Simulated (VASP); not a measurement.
Here is a VASP 6.6.1 calculation.

Contents of INCAR:

```
PREC = Accurate
ENCUT = 600
EDIFF = 1E-6
ISMEAR = 0
SIGMA = 0.1
LREAL = F
LASPH = T
NELM = 100
ALGO = Normal
ISIF = 3
LWAVE = F
LCHARG = F
GGA = PE
IBRION = 2
NSW = 90
EDIFFG = -0.04
```

File KPOINTS:

```
regular mesh
0
Gamma
  6 6 2
```

The input POSCAR:

```
NbTe4Mo
1.0
    3.7281216500      0.0000000000      0.0000000000
   -1.8640608200      3.2286480600      0.0000000000
    0.0000000000      0.0000000000     14.3259585100
Nb Te Mo
1 4 1
Direct
    0.0000000000      0.0000000000      0.0000000000
    0.6666666700      0.3333333300      0.3728161200
    0.6666666700      0.3333333300      0.8728161200
    0.3333333300      0.6666666700      0.1271838800
    0.3333333300      0.6666666700      0.6271838800
    0.0000000000      0.0000000000      0.5000000000
```

Potentials or basis: VASP PAW PBE potentials, release 64 (Nb_sv, Te, Mo_sv).

Run with:

```sh
$ cat potpaw_PBE.64/Nb_sv/POTCAR potpaw_PBE.64/Te/POTCAR potpaw_PBE.64/Mo_sv/POTCAR > POTCAR
$ mpirun -np 1 vasp_std > vasp.out
```

(1) Predict the space group after relaxing (to 0.05 Å).

(2) Predict the relaxed cell.

(3) What does it give for the relaxed volume?

Answers

(1) P-3m1 (No. 164).

(2) a = 3.593 Å, b = 3.593 Å, c = 14.898 Å, α = 90.00°, β = 90.00°, γ = 120.00°.

(3) 27.76 Å³/atom.

Caveat: this functional lacks dispersion, which binds the layers, so the pressure and a relaxed spacing across them are unreliable.
